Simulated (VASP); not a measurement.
A run of VASP 6.6.1:

INCAR

```
SYSTEM = ZnS
PREC     = Accurate       ! precision mode
ENCUT    = 520            ! plane-wave cutoff, eV
EDIFF    = 1E-7           ! SCF threshold, eV
ISMEAR   = 0              ! smearing method
SIGMA    = 0.01           ! smearing width, eV
LREAL    = .False.        ! projectors in reciprocal space
LASPH    = .True.         ! aspherical terms in the spheres
NELM     = 100            ! most SCF steps
ALGO     = Normal         ! electronic algorithm
ISIF     = 2              ! what is computed and relaxed
LWAVE    = .False.        ! write WAVECAR
LCHARG   = .True.         ! write CHGCAR
GGA      = PS             ! functional
LELF     = .True.         ! ELF
LVHAR    = .True.       
NBANDS   = 16             ! bands
```

The input KPOINTS:

```
Automatic mesh
0
Gamma
  10 10 10
  0 0 0
```

Contents of POSCAR:

```
ZnS
1.0
    0.0000000000      2.6780454807      2.6780454807
    2.6780454807      0.0000000000      2.6780454807
    2.6780454807      2.6780454807      0.0000000000
Zn S
1 1
Direct
    0.0000000000      0.0000000000      0.0000000000
    0.7500000000      0.7500000000      0.7500000000
```

Potentials or basis: VASP PAW PBE potentials, release 64 (Zn, S).

Launch:

```console
$ cat potpaw_PBE.64/Zn/POTCAR potpaw_PBE.64/S/POTCAR > POTCAR
$ mpirun -np 1 vasp_std > vasp.out
```

Hardware: 1 thread of Intel(R) Xeon(R) Platinum 8259CL CPU @ 2.50GHz (Skylake/Cascade Lake), on a shared host.

Q: Estimate the wall time of this run.

A: Wall time 44 s on 1 thread of Intel(R) Xeon(R) Platinum 8259CL CPU @ 2.50GHz (Skylake/Cascade Lake), on a shared host, peak memory 0.17 GiB. Counts: scf iterations 13, k points 47.
